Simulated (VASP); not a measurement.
# Ge (P6_3/mmc) in VASP: further runs

Runs on Ge. Level: PBE. Tasks: electric field gradients.

Everything below comes from runs of VASP 6.6.1. Logs are shortened: lines on timing, memory, paths and dates and some standing lists are left out, and cuts for length are marked.

**1. The cell of the first run**

Symmetry: P6_3/mmc, No. 194, hexagonal system. The conventional cell has a = 3.971 Å, b = 3.971 Å, c = 6.555 Å, α = 90.00°, β = 90.00°, γ = 120.00°. Within 3.2 Å of Ge (site symmetry 3m) lie 4 Ge at 2.44 to 2.45 Å.

This isn't the form of Ge at room conditions, which is diamond.

**2. Electric field gradients, PBE (22.38 Å³/atom)**

The input, INCAR:

```
SYSTEM = Ge
  PREC = Accurate
  ENCUT = 520
  EDIFF = 1E-8
  ISMEAR = -1
  SIGMA = 0.05
  LREAL = .False.
  LASPH = .True.
  NELM = 80
  ALGO = Normal
  ISIF = 2
  LWAVE = .False.
  LCHARG = .False.
  GGA = PE
  LEFG = .True.
  NBANDS = 36
```

The input, KPOINTS:

```
Automatic mesh
0
Gamma
  11 11 6
  0 0 0
```

The input, POSCAR:

```
Ge
1.0
    3.9707555995      0.0000000000      0.0000000000
   -1.9853777998      3.4387752214      0.0000000000
    0.0000000000      0.0000000000      6.5550854883
Ge
4
Direct
    0.6666666667      0.3333333333      0.0629012500
    0.3333333333      0.6666666667      0.5629012500
    0.6666666667      0.3333333333      0.4370987500
    0.3333333333      0.6666666667      0.9370987500
```

Potentials or basis: VASP PAW PBE potentials, release 64 (Ge_d).

Started as:

```console
> cat potpaw_PBE.64/Ge_d/POTCAR > POTCAR
> mpirun -np 1 vasp_std > vasp.out
```

OUTCAR:

```text
SYSTEM = Ge
   PREC = Accurate
   ENCUT = 520
   EDIFF = 1E-8
   ISMEAR = -1
   LREAL = .False.
   LASPH = .True.
   NELM = 80
   ISIF = 2
   GGA = PE

 ion  position               nearest neighbor table
   1  0.667  0.333  0.063-   4 2.44   4 2.44   4 2.44   3 2.45
   2  0.333  0.667  0.563-   3 2.44   3 2.44   3 2.44   4 2.45
   3  0.667  0.333  0.437-   2 2.44   2 2.44   2 2.44   1 2.45
   4  0.333  0.667  0.937-   1 2.44   1 2.44   1 2.44   2 2.45

  LATTYP: Found a hexagonal cell.
 ALAT       =     3.9707555995
 C/A-ratio  =     1.6508408347

  Lattice vectors:

 A1 = (   3.9707555995,   0.0000000000,   0.0000000000)
 A2 = (  -1.9853777998,   3.4387752214,   0.0000000000)
 A3 = (   0.0000000000,   0.0000000000,   6.5550854883)

Analysis of symmetry for initial positions (statically):
=====================================================================
 Subroutine PRICEL returns:
 Original cell was already a primitive cell.

 Routine SETGRP: Setting up the symmetry group for a
 hexagonal supercell.

 Subroutine GETGRP returns: Found 24 space group operations
 (whereof 12 operations were pure point group operations)
 out of a pool of 24 trial point group operations.

The static configuration has the point symmetry D_3d.
 The point group associated with its full space group is D_6h.

Analysis of symmetry for dynamics (positions and initial velocities):
=====================================================================
 Subroutine PRICEL returns:
 Original cell was already a primitive cell.

 Routine SETGRP: Setting up the symmetry group for a
 hexagonal supercell.

 Subroutine GETGRP returns: Found 24 space group operations
 (whereof 12 operations were pure point group operations)
 out of a pool of 24 trial point group operations.

The dynamic configuration has the point symmetry D_3d.
 The point group associated with its full space group is D_6h.

 Subroutine INISYM returns: Found 24 space group operations
 (whereof 12 operations are pure point group operations),
 and found     1 'primitive' translations

----------------------------------------------------------------------------------------

                                     Primitive cell

  volume of cell :      89.5067

  direct lattice vectors                    reciprocal lattice vectors
     3.970755599  0.000000000  0.000000000     0.251841236  0.145400606  0.000000000
    -1.985377800  3.438775221  0.000000000     0.000000000  0.290801211  0.000000000
     0.000000000  0.000000000  6.555085488     0.000000000  0.000000000  0.152553312

  length of vectors
     3.970755599  3.970755600  6.555085488     0.290801211  0.290801211  0.152553312

  position of ions in fractional coordinates (direct lattice)
     0.666666667  0.333333333  0.062901250
     0.333333333  0.666666667  0.562901250
     0.666666667  0.333333333  0.437098750
     0.333333333  0.666666667  0.937098750

  ion indices of the primitive-cell ions
   primitive index   ion index
                 1           1
                 2           2
                 3           3
                 4           4

----------------------------------------------------------------------------------------

 KPOINTS: Automatic mesh

Automatic generation of k-mesh.
 Grid dimensions read from file:
 generate k-points for:   11   11    6

 Generating k-lattice:

  Cartesian coordinates                     Fractional coordinates (reciprocal lattice)
     0.022894658  0.013218237  0.000000000     0.090909091  0.000000000  0.000000000
     0.000000000  0.026436474  0.000000000     0.000000000  0.090909091  0.000000000
     0.000000000  0.000000000  0.025425552     0.000000000  0.000000000  0.166666667

  Length of vectors
     0.026436474  0.026436474  0.025425552

  Shift w.r.t. Gamma in fractional coordinates (k-lattice)
     0.000000000  0.000000000  0.000000000

 Subroutine IBZKPT returns following result:
 ===========================================

 Found     64 irreducible k-points:

 Following reciprocal coordinates:
            Coordinates               Weight
  0.000000  0.000000  0.000000      1.000000
  0.090909  0.000000  0.000000      6.000000
  0.181818  0.000000  0.000000      6.000000
  0.272727  0.000000  0.000000      6.000000
  0.363636  0.000000  0.000000      6.000000
  0.454545  0.000000  0.000000      6.000000
[... 16 lines left out ...]
  0.090909  0.090909  0.166667     12.000000
  0.181818  0.090909  0.166667     24.000000
 [... further k-points ...]
   k-points           NKPTS =     64   k-points in BZ     NKDIM =     64   number of bands    NBANDS=     36
   number of dos      NEDOS =    301   number of ions     NIONS =      4
   total plane-waves  NPLWV =  45000
   dimension x,y,z NGX =    30 NGY =   30 NGZ =   50
   dimension x,y,z NGXF=    60 NGYF=   60 NGZF=  100
   ions per type =               4
   NGX,Y,Z   is equivalent  to a cutoff of  12.56, 12.56, 12.68 a.u.
   NGXF,Y,Z  is equivalent  to a cutoff of  25.12, 25.12, 25.36 a.u.
 SYSTEM =  Ge
   PREC   = accura    normal or accurate (medium, high low for compatibility)
   ISTART =      0    job   : 0-new  1-cont  2-samecut
   ICHARG =      2    charge: 1-file 2-atom 10-const
   ISPIN  =      1    spin polarized calculation?
   LNONCOLLINEAR =      F non collinear calculations
   LSORBIT =      F    spin-orbit coupling
   LASPH  =      T    aspherical Exc in radial PAW
   ENCUT  =  520.0 eV  38.22 Ry    6.18 a.u.   7.38  7.38 12.19*2*pi/ulx,y,z
   NELM   =     80;   NELMIN=  2; NELMDL= -5     # of ELM steps
   EDIFF  = 0.1E-07   stopping-criterion for ELM
   LREAL  =      F    real-space projection
   EDIFFG = 0.1E-06   stopping-criterion for IOM
   NSW    =      0    number of steps for IOM
   IBRION =     -1    ionic relax: 0-MD 1-quasi-New 2-CG
   NFREE  =      0    steps in history (QN), initial steepest desc. (CG)
   ISIF   =      2    stress and relaxation
   ISYM   =      2    0-nonsym 1-usesym 2-fastsym
   POTIM  = 0.5000    time-step for ionic-motion
   TEBEG  =    0.0;   TEEND  =   0.0 temperature during run
   PSTRESS=    0.0 pullay stress
   NELECT =      56.0000    total number of electrons
   NUPDOWN=      -1.0000    fix difference up-down
   EMIN   =  10.00;   EMAX   =-10.00  energy-range for DOS
   EFERMI =   0.00;   METHOD = LEGACY
   ISMEAR =    -1;   SIGMA  =   0.05  broadening in eV -4-tet -1-fermi 0-gaus
   EFERMI_NEDOS =   21; number of points for ismear=-14 and -15
   IALGO  =     38    algorithm
   IMIX   =      4    mixing-type and parameters
     AMIX     =   0.40;   BMIX     =  1.00
     AMIX_MAG =   1.60;   BMIX_MAG =  1.00
  volume/ion in A,a.u.               =      22.38       151.01
  Fermi-wavevector in a.u.,A,eV,Ry     =   1.400186  2.645968 26.674506  1.960521
  Thomas-Fermi vector in A             =   2.523171
   LORBIT       =      0    0 simple, 1 ext, 2 COOP (PROOUT), +10 PAW based schemes
   GGA     = PE    functional components
   LHFCALC =     F    Hartree Fock is set to
   AEXX    =    0.0000 exact exchange contribution
   IVDW    =     0    specifies the selected vdW correction
   LEPSILON=     F    determine dielectric tensor
   LRPA    =     F    only Hartree local field effects (RPA)
 non-spin polarized calculation
  energy-cutoff  :      520.00
  volume of cell :       89.51
 maximum number of plane-waves:      2448
 NGX is ok and might be reduce to    30
   NGX = 15   NGY = 15   NGZ = 25

 number of electron      56.0000047 magnetization

 Free energy of the ion-electron system (eV)
  ---------------------------------------------------
  ext. energy  EPLUGINS =         0.00000000
  ---------------------------------------------------
  free energy    TOTEN  =       -17.92511902 eV

  energy without entropy =      -17.92422520  energy(sigma->0) =      -17.92467211

 E-fermi :   5.2316     XC(G=0):  -9.9760

 val. band max:        5.2289567065   @ k =   0.0000   0.0000   0.1667
 cond. band min:       5.2838719141   @ k =   0.0000   0.0000   0.0000
 fundamental gap:      0.0549152076
 Fermi energy:         5.2316486409

 k-point     1 :       0.0000    0.0000    0.0000
  band No.  band energies     occupation
      1     -19.7665      2.00000
      2     -19.7665      2.00000
      3     -19.7266      2.00000
      4     -19.7262      2.00000
      5     -19.7262      2.00000
      6     -19.7131      2.00000
[... 28 lines left out ...]
     35       9.7565      0.00000
     36      11.3451      0.00000

 k-point     2 :       0.0909    0.0000    0.0000
  band No.  band energies     occupation
      1     -19.7723      2.00000
      2     -19.7684      2.00000
      3     -19.7323      2.00000
      4     -19.7294      2.00000
      5     -19.7263      2.00000
      6     -19.7061      2.00000
[... 28 lines left out ...]
     35      10.1311      0.00000
     36      11.6845      0.00000

 k-point     3 :       0.1818    0.0000    0.0000
  band No.  band energies     occupation
      1     -19.7814      2.00000
      2     -19.7719      2.00000
      3     -19.7425      2.00000
      4     -19.7359      2.00000
      5     -19.7250      2.00000
      6     -19.6960      2.00000
[... 28 lines left out ...]
     35      10.8479      0.00000
     36      11.0871      0.00000
[... 742 lines left out ...]
 k-point    23 :       0.0909    0.0909    0.1667
  band No.  band energies     occupation
      1     -19.7758      2.00000
      2     -19.7701      2.00000
      3     -19.7387      2.00000
      4     -19.7373      2.00000
      5     -19.7281      2.00000
      6     -19.7012      2.00000
[... 28 lines left out ...]
     35      10.8513      0.00000
     36      11.6576      0.00000

 k-point    24 :       0.1818    0.0909    0.1667
  band No.  band energies     occupation
      1     -19.7812      2.00000
      2     -19.7746      2.00000
      3     -19.7461      2.00000
      4     -19.7456      2.00000
      5     -19.7227      2.00000
      6     -19.6927      2.00000
[... 28 lines left out ...]
     35      11.3651      0.00000
     36      12.0711      0.00000

 [... further k-points ...]

------------------------ aborting loop because EDIFF is reached ----------------------------------------

  FORCE on cell =-STRESS in cart. coord.  units (eV):
  Direction    XX          YY          ZZ          XY          YZ          ZX
  --------------------------------------------------------------------------------------
  -------------------------------------------------------------------------------------
  Total        2.4585508      2.4585508      2.4088349     -0.0000000      0.0000000      0.0000000
  in kB       44.0082871     44.0082871     43.1183684     -0.0000000      0.0000000      0.0000000
  external PRESSURE =      43.7116475 kB  Pullay stress =       0.0000000 kB

 VOLUME and BASIS-vectors are now :
 -----------------------------------------------------------------------------
  energy-cutoff  :      520.00
  volume of cell :       89.51
      direct lattice vectors                 reciprocal lattice vectors
     3.970755599  0.000000000  0.000000000     0.251841236  0.145400606  0.000000000
    -1.985377800  3.438775221  0.000000000     0.000000000  0.290801211  0.000000000
     0.000000000  0.000000000  6.555085488     0.000000000  0.000000000  0.152553312

 POSITION                                       TOTAL-FORCE (eV/Angst)
 -----------------------------------------------------------------------------------
      1.98538      1.14626      0.41232        -0.000000      0.000000      0.012641
     -0.00000      2.29252      3.68987        -0.000000      0.000000      0.012641
      1.98538      1.14626      2.86522         0.000000      0.000000     -0.012641
     -0.00000      2.29252      6.14276         0.000000     -0.000000     -0.012641
 -----------------------------------------------------------------------------------
    total drift:                               -0.000000      0.000000     -0.000000

  FREE ENERGIE OF THE ION-ELECTRON SYSTEM (eV)
  ---------------------------------------------------
  free  energy   TOTEN  =       -17.9251190150 eV

  energy  without entropy=      -17.9242252024  energy(sigma->0) =      -17.92467211

 Electric field gradients (V/A^2)
---------------------------------------------------------------------
 ion       V_xx      V_yy      V_zz      V_xy      V_xz      V_yz
---------------------------------------------------------------------
   1      -4.122    -4.124     8.246    -0.001     0.000    -0.000
   2      -4.122    -4.124     8.246    -0.001    -0.000     0.000
   3      -4.122    -4.124     8.246    -0.001    -0.000     0.000
   4      -4.122    -4.124     8.246    -0.001     0.000    -0.000
---------------------------------------------------------------------

 Electric field gradients after diagonalization (V/A^2)
 (convention: |V_zz| > |V_xx| > |V_yy|)
----------------------------------------------------------------------
 ion       V_xx      V_yy      V_zz     asymmetry (V_yy - V_xx)/ V_zz
----------------------------------------------------------------------
   1      -4.124    -4.121     8.246       0.000
   2      -4.124    -4.121     8.246       0.000
   3      -4.124    -4.121     8.246       0.000
   4      -4.124    -4.121     8.246       0.000
----------------------------------------------------------------------

           NMR quadrupolar parameters

 Cq : quadrupolar parameter    Cq=e*Q*V_zz/h
 eta: asymmetry parameters     (V_yy - V_xx)/ V_zz
 Q  : nuclear electric quadrupole moment in mb (millibarn)
----------------------------------------------------------------------
 ion       Cq(MHz)       eta       Q (mb)
----------------------------------------------------------------------
   1       0.020       0.000       1.000
   2       0.020       0.000       1.000
   3       0.020       0.000       1.000
   4       0.020       0.000       1.000
----------------------------------------------------------------------
```

Wall time 2.7 min (1 thread of Intel Xeon Platinum 8488C (Sapphire Rapids), shared host); peak memory 0.29 GiB.

What came out:

```yaml
Free_energy: -17.9251 eV
Pressure: 4.4 GPa
Largest_force: 0.013 eV/Å
Band_gap_on_the_k_mesh: zero (bands 28 and 29 overlap by 0.05 eV)
Largest_electric_field_gradient_by_atom: Ge +8.2 V/Å²
```

Forces in eV/Å, atoms in the order of the input:
```
Ge   0.000  0.000  0.013
Ge   0.000  0.000  0.013
Ge   0.000  0.000 -0.013
Ge   0.000  0.000 -0.013
```

Electric field gradients, principal values (V/Å²):
```
atom   least  middle  greatest (by size)
1 Ge  -4.121  -4.124               8.246
2 Ge  -4.121  -4.124               8.246
3 Ge  -4.121  -4.124               8.246
4 Ge  -4.121  -4.124               8.246
```

Caveat: the cell stands under pressure; semilocal functionals underestimate gaps, so a narrow gap can read as zero; without QUAD_EFG the Cq values of the log hold for a quadrupole moment of 1 mb, not for the nuclei.

[end of part 1 of 2]
